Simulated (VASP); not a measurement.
Here is a VASP 6.6.1 calculation.

The input INCAR:

```
PREC = Accurate
ENCUT = 600
EDIFF = 1E-6
ISMEAR = -1
SIGMA = 0.05
LREAL = F
LASPH = T
NELM = 120
ALGO = Normal
ISIF = 2
LWAVE = F
LCHARG = F
GGA = PS
IVDW = 13
NBANDS = 21
GGA_COMPAT = F
```

File KPOINTS:

```
Automatic mesh
0
Gamma
  8 8 8
```

Contents of POSCAR:

```
PbF2
1.0
    0.0000000000      2.9408613298      2.9408613298
    2.9408613298      0.0000000000      2.9408613298
    2.9408613298      2.9408613298      0.0000000000
Pb F
1 2
Direct
    0.0000000000      0.0000000000      0.0000000000
    0.7500000000      0.7500000000      0.7500000000
    0.2500000000      0.2500000000      0.2500000000
```

Potentials or basis: VASP PAW PBE potentials, release 64 (Pb_d, F).

Launch:

```console
$ cat potpaw_PBE.64/Pb_d/POTCAR potpaw_PBE.64/F/POTCAR > POTCAR
$ mpirun -np 1 vasp_std > vasp.out
```

(1) Predict the dispersion energy per atom.

(2) What does it give for the band gap on the k mesh?

(3) Estimate the pressure.

## Answers

(1) -0.104 eV.

(2) 4.30 eV (least direct gap 4.45 eV).

(3) -0.2 GPa.

Caveat: the PAW data sets were made with another functional, which shifts forces and pressure a little; spin-orbit coupling is left out, which moves the levels of the heavy elements.
